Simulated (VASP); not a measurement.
Write the native input for VASP 6.6.1 that does the following.

| Property | Result |
| --- | --- |
| Task | single point |
| Functional | PBE |
| Potentials or basis | VASP PAW PBE potentials, release 64 (Zr_sv, H) |
| Cutoff | 520 eV |
| k mesh | 6 × 6 × 6 |
| Occupations | gaussian, width 0.1 eV |
| Spin | no spin polarisation |
| Dipole correction | no |
| Further INCAR settings | ALGO = Normal; EDIFF = 1e-06; NBANDS = 22 |

The structure of Zr2H3 lies in POSCAR:

```
Zr2H3
1.0
    1.5724799148      0.9078717021      7.2808453395
   -1.5724799148      0.9078717021      7.2808453395
    0.0000000000     -1.8157434042      7.2808453395
Zr H
2 3
Direct
    0.3957204703      0.3957204703      0.3957204703
    0.6042795297      0.6042795297      0.6042795297
    0.0000000000      0.0000000000      0.0000000000
    0.2234970347      0.2234970347      0.2234970347
    0.7765029653      0.7765029653      0.7765029653
```

These files were run (other wordings do the same):

INCAR

```
SYSTEM = Zr2H3
ALGO     = Normal         ! electronic algorithm
EDIFF    = 1E-6           ! SCF threshold, eV
ENCUT    = 520            ! plane-wave cutoff, eV
GGA      = PE             ! functional
ISIF     = 2              ! what is computed and relaxed
ISMEAR   = 0              ! smearing method
LASPH    = .True.         ! aspherical terms in the spheres
LCHARG   = .True.         ! write CHGCAR
LELF     = .True.         ! ELF
LREAL    = .False.        ! projectors in reciprocal space
LVHAR    = .True.       
LWAVE    = .False.        ! write WAVECAR
NBANDS   = 22             ! bands
NELM     = 100            ! most SCF steps
PREC     = Accurate       ! precision mode
SIGMA    = 0.1            ! smearing width, eV
```

KPOINTS

```
k-points
0
Gamma
  6 6 6
  0 0 0
```

Potentials or basis: VASP PAW PBE potentials, release 64 (Zr_sv, H).

Launch:

```bash
$ cat potpaw_PBE.64/Zr_sv/POTCAR potpaw_PBE.64/H/POTCAR > POTCAR
$ mpirun -np 1 vasp_std > vasp.out
```

It gave:

```yaml
Pressure: 0.3 GPa
Largest_force: 0.026 eV/Å
```

Caveat: the k points lie up to 0.39 Å⁻¹ apart.

It took 120 s on 1 thread of Intel(R) Xeon(R) Platinum 8375C CPU @ 2.90GHz (Ice Lake), with other jobs on the host, peak memory 0.41 GiB.
